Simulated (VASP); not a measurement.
Write the native input for VASP 6.6.1 that does the following.

```yaml
Task: single point
Functional: LDA
Potentials_or_basis: VASP PAW LDA potentials, release 64 (Ga_d, As)
Cutoff: 520 eV
k_mesh: 12 × 12 × 12
Occupations: gaussian, width 0.01 eV
Spin: no spin polarisation
Dipole_correction: no
Further_INCAR_settings: ALGO = Normal; EDIFF = 1e-06; NBANDS = 16
```

The structure of GaAs lies in POSCAR:

```
GaAs
1.0
    0.0000000000      2.6900096210      2.6900096210
    2.6900096210      0.0000000000      2.6900096210
    2.6900096210      2.6900096210      0.0000000000
Ga As
1 1
Direct
    0.0000000000      0.0000000000      0.0000000000
    0.7500000000      0.7500000000      0.7500000000
```

One way to write it, as run:

INCAR

```
ALGO = Normal
EDIFF = 1E-6
ENCUT = 520
ISIF = 2
ISMEAR = 0
LASPH = T
LCHARG = T
LELF = T
LREAL = F
LVHAR = T
LWAVE = F
NBANDS = 16
NELM = 60
PREC = Accurate
SIGMA = 0.01
```

KPOINTS

```
k-points
0
Gamma
  12 12 12
```

Potentials or basis: VASP PAW LDA potentials, release 64 (Ga_d, As).

Launch:

```sh
$ cat potpaw_LDA.64/Ga_d/POTCAR potpaw_LDA.64/As/POTCAR > POTCAR
$ mpirun -np 1 vasp_std > vasp.out
```

Results of the run:

* Pressure: 12.5 GPa
* Band gap on the k mesh: 1.03 eV, indirect (least direct gap 1.50 eV)

It took 29 s on 1 thread of Intel Xeon 6975P-C, on a shared host, peak memory 0.17 GiB.
